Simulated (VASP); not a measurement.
Set up this calculation in VASP 6.6.1, as the native input.

| Quantity | Value |
| --- | --- |
| Task | relaxation of cell and atoms |
| Functional | LDA |
| Potentials or basis | VASP PAW LDA potentials, release 64 (Cs_sv, O) |
| Cutoff | 600 eV |
| k mesh | 7 × 7 × 6 |
| Occupations | fermi-dirac, width 0.1 eV |
| Spin | no spin polarisation |
| Dipole correction | no |
| Further INCAR settings | ALGO = Normal; EDIFF = 1e-06; IBRION = 2; EDIFFG = -0.01; NSW = 80; ISIF = 3 |

The structure of CsO2 lies in POSCAR:

```
CsO2
1.0
    2.3968710000     -3.2692550000      0.0000000000
    2.3968710000      3.2692550000      0.0000000000
    0.0000000000      0.0000000000      4.0077150000
Cs O
1 2
Direct
    0.5000000000      0.5000000000      0.0000000000
    0.1030810000      0.8969190000      0.5000000000
    0.8969190000      0.1030810000      0.5000000000
```

These files were run (other wordings do the same):

INCAR

```
ALGO     = Normal         # electronic algorithm
EDIFF    = 1E-6           # SCF threshold, eV
EDIFFG   = -0.01          # ionic threshold
ENCUT    = 600            # plane-wave cutoff, eV
GGA      = CA             # functional
IBRION   = 2              # ionic algorithm
ISIF     = 3              # what is computed and relaxed
ISMEAR   = -1             # smearing method
LASPH    = T              # aspherical terms in the spheres
LCHARG   = F              # write CHGCAR
LREAL    = F              # projectors in reciprocal space
LWAVE    = F              # write WAVECAR
NELM     = 100            # most SCF steps
NSW      = 80             # ionic steps
PREC     = Accurate       # precision mode
SIGMA    = 0.1            # smearing width, eV
```

KPOINTS

```
k-points
0
Gamma
  7 7 6
```

Potentials or basis: VASP PAW LDA potentials, release 64 (Cs_sv, O).

The run is started by

```sh
$ cat potpaw_LDA.64/Cs_sv/POTCAR potpaw_LDA.64/O/POTCAR > POTCAR
$ mpirun -np 1 vasp_std > vasp.out
```

Results of the run:

- Relaxed volume: 17.90 Å³/atom
- Relaxed cell: a = 3.868 Å, b = 3.868 Å, c = 3.719 Å, α = 90.00°, β = 90.00°, γ = 105.20°
- Space group after relaxing (to 0.05 Å): Cmmm (No. 65)
- Energy gained by relaxing: 44.5 meV/atom
- Ionic steps: 33
- Pressure after relaxing: 0.1 GPa
- Largest force after relaxing: 0.004 eV/Å

Caveat: an odd number of electrons without spin polarisation forces a metal; a magnetic or distorted state may lie lower.

It took 6.1 min on 1 thread of Intel(R) Xeon(R) Platinum 8488C (Sapphire Rapids), with other jobs on the host, peak memory 0.22 GiB.
